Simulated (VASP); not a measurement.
# Si62P (a cell with a defect) in VASP: a series of runs, part 2 of 2

VASP 6.6.1.

### Step 3. Single point, PBE, collinear spin

The input, INCAR:

```
PREC = Accurate
ENCUT = 520
EDIFF = 1E-7
ISMEAR = 0
SIGMA = 0.02
LREAL = Auto
LASPH = True
NELM = 150
ALGO = Normal
ISIF = 2
LWAVE = False
LCHARG = True
ISPIN = 2
MAGMOM = 0 0 0 0 0 0 0 0 0 0 0 0 0 0 0 0 0 0 0 0 0 0 0 0 0 0 0 0 0 0 0 0 0 0 0 0 0 0 0 0 0 0 0 0 0 0 0 0 0 0 0 0 0 0 0 0 0 0 0 0 0 0 0.06
LORBIT = 11
GGA = PE
LELF = True
LVHAR = True
NELECT = 251.0
NBANDS = 168
LUSENCCL = False
```

The input, KPOINTS:

```
regular mesh
0
Gamma
  1 1 1
```

The input, POSCAR:

```
Si62P
1.0
   10.8600000000      0.0000000000      0.0000000000
    0.0000000000     10.8600000000      0.0000000000
    0.0000000000      0.0000000000     10.8600000000
Si P
62 1
Direct
    0.4985317680      0.0017117864     -0.0000675875
    0.6253830571      0.1253688766      0.1264046961
    0.7513082873      0.2516006446     -0.0003101289
    0.8862059853      0.3761318600      0.1138542357
    0.7507365562     -0.0014712707      0.2493264273
    0.8736766114      0.1253739411      0.3746675875
   -0.0003142726      0.0002802026      0.0003606814
    0.1243367403      0.1268204420      0.1239477901
    0.2385334254      0.2617089319     -0.0006315838
    0.3734068140      0.3759243094      0.1239469613
    0.4999736648      0.5005517495      0.0003656538
    0.6271626151      0.6242909761      0.1241021179
    0.7562440147      0.7440152855     -0.0014793738
    0.8759475138      0.8731092081      0.1241166667
    0.2511753223      0.0009386740      0.2500928177
    0.3739811234      0.1262665746      0.3770590239
    0.4992998158      0.2490922652      0.2500921731
    0.6263699816      0.3754591160      0.3736872928
    0.7562581952      0.4987092081      0.2438117864
    0.8759480663      0.6243034070      0.3729202578
    0.4998654696      0.0003723757      0.5001856354
    0.6230107735      0.1262523020      0.6260637201
    0.7499680479      0.2490806630      0.5007424494
    0.8760860958      0.3759147330      0.6266406077
    0.7499693370      0.0009311234      0.7488896869
    0.8760848066      0.1268266114      0.8757278085
    0.1240866483      0.6141771639      0.1139922652
    0.2486122468      0.7489233886     -0.0003204420
    0.3748765193      0.8748430018      0.1263916206
    0.0003894107      0.2516046961      0.2487347145
    0.1250141805      0.3752253223      0.3752870166
    0.2486151013      0.4998674033      0.2487390424
    0.3748761510      0.6265828729      0.3746562615
    0.5017310313      0.7494985267      0.2493104972
    0.6248492634      0.8753936464      0.3752076427
    0.0001406998      0.0017849908      0.5015970534
    0.1231818600      0.1317807551      0.6315928177
    0.2487729282      0.2514779006      0.5024801105
    0.3685788214      0.3770652855      0.6314945672
    0.4985440147      0.5001232044      0.5015114180
    0.6253857274      0.6265918969      0.6251826888
    0.7507378453      0.7495125230      0.4983420810
    0.8736794659      0.8748534070      0.6251868324
    0.2487724678      0.0026693370      0.7512913444
    0.3685638122      0.1316988950      0.8768766114
    0.4976081952      0.2514690608      0.7512804788
    0.6247850829      0.3752305709      0.8750447514
    0.7513097606      0.4998755064      0.7514168508
    0.8861853591      0.6140612339      0.8759459484
    0.0015367403      0.7440966851      0.2439090239
    0.1248073665      0.8739589319      0.3737707182
   -0.0003148250      0.5005461326      0.5000915285
    0.1243354512      0.6241307551      0.6266345304
    0.2511727440      0.7502810313      0.5007534070
    0.3739808471      0.8772463168      0.6260803867
    0.0006726519      0.2618421731      0.7616568140
    0.2385569061      0.4995556169      0.7614988029
    0.3734064457      0.6241318600      0.8757374770
    0.4992993554      0.7502790976      0.7489049724
    0.6263591160      0.8738885820      0.8752674954
    0.0003909761      0.7489200737      0.7514217311
    0.1250144567      0.8754757827      0.8750391344
    0.0620030387      0.4378047882     -0.0623181400
```

Potentials or basis: VASP PAW PBE potentials, release 64 (Si, P).

On the command line:

```bash
cat potpaw_PBE.64/Si/POTCAR potpaw_PBE.64/P/POTCAR > POTCAR
mpirun -np 1 vasp_gam > vasp.out
```

Run time: 2.5 min. Hardware: 1 × NVIDIA H100 80GB with 1 thread of AMD EPYC 7R13 (Zen 3), shared host; peak memory 2 GiB.

Results (log left out):

```
Free energy                                           : -343.6606 eV
Largest force                                         : 0.016 eV/Å
Net moment                                            : 0.99 μB per cell
Site moments                                          : Si +0.01, +0.00, +0.02 (each value once); P +0.03 μB
Valence electrons inside the program's atomic spheres : Si 1.66, 1.68, 1.69, 1.62, 1.67 (each value once); P 2.33
```

Forces in eV/Å, atoms in the order of the input:
```
Si  -0.001  0.001 -0.002
Si   0.003  0.006  0.002
Si  -0.006 -0.011 -0.008
Si   0.004  0.010 -0.004
Si   0.001  0.001 -0.001
Si  -0.002  0.006 -0.003
Si   0.002 -0.006 -0.001
Si  -0.007  0.000  0.005
Si   0.004 -0.004 -0.010
Si  -0.001  0.007  0.006
Si   0.008 -0.001 -0.003
Si   0.000  0.001  0.001
Si  -0.002  0.003  0.004
Si  -0.002  0.000  0.001
Si   0.000 -0.002 -0.002
Si  -0.002  0.002  0.000
Si   0.002 -0.001 -0.002
Si   0.001  0.004 -0.001
Si  -0.002  0.003  0.003
Si  -0.002  0.001  0.000
Si  -0.004  0.007  0.005
Si   0.000  0.002  0.003
Si   0.002  0.000 -0.002
Si  -0.007  0.007  0.001
Si   0.002 -0.002  0.001
Si  -0.006  0.000  0.007
Si  -0.011 -0.002 -0.001
Si   0.010  0.006 -0.009
Si  -0.004 -0.001  0.003
Si   0.008 -0.011  0.007
Si  -0.003  0.000  0.005
Si   0.010 -0.008  0.006
Si  -0.005  0.002 -0.002
Si  -0.002 -0.001 -0.001
Si   0.004 -0.006 -0.005
Si   0.002  0.002  0.001
Si   0.009  0.000  0.001
Si   0.001 -0.001  0.001
Si  -0.001 -0.008  0.000
Si  -0.001 -0.002  0.001
Si   0.001  0.002  0.005
Si   0.001 -0.001  0.002
Si  -0.003 -0.002  0.004
Si   0.001  0.001 -0.001
Si   0.000  0.001 -0.008
Si   0.000 -0.001 -0.001
Si  -0.005  0.000  0.002
Si  -0.007 -0.008 -0.012
Si   0.003 -0.004  0.010
Si  -0.004  0.003  0.003
Si  -0.004 -0.001 -0.001
Si   0.003 -0.001 -0.007
Si  -0.008  0.006  0.000
Si   0.000 -0.002 -0.002
Si  -0.001  0.000  0.002
Si   0.010 -0.001 -0.003
Si   0.005 -0.010 -0.004
Si   0.000  0.005  0.008
Si   0.002 -0.003  0.001
Si   0.001  0.000  0.003
Si   0.008  0.007 -0.011
Si  -0.003  0.003  0.002
P   -0.002  0.003  0.003
```

Levels at points of the mesh, in eV from the Fermi level:
Spin up:
| k point | band 124 | band 125 | band 126 | band 127 | band 128 | band 129 |
| --- | --- | --- | --- | --- | --- | --- |
| (0.00, 0.00, 0.00) | -0.69 | -0.68 | -0.04 | 0.27 | 0.27 | 0.48 |
Spin down:
```tsv
k point	band 121	band 122	band 123	band 124	band 125	band 126	band 127	band 128	band 129	band 130
(0.00, 0.00, 0.00)	-1.27	-1.27	-0.66	-0.66	-0.64	0.04	0.30	0.30	0.49	0.49
```

Caveat: the k points lie up to 0.58 Å⁻¹ apart; the cell carries a net charge on a neutralising background, which shifts energy and pressure; the cell is charged against a uniform background, so pressure and absolute levels hang on convention.
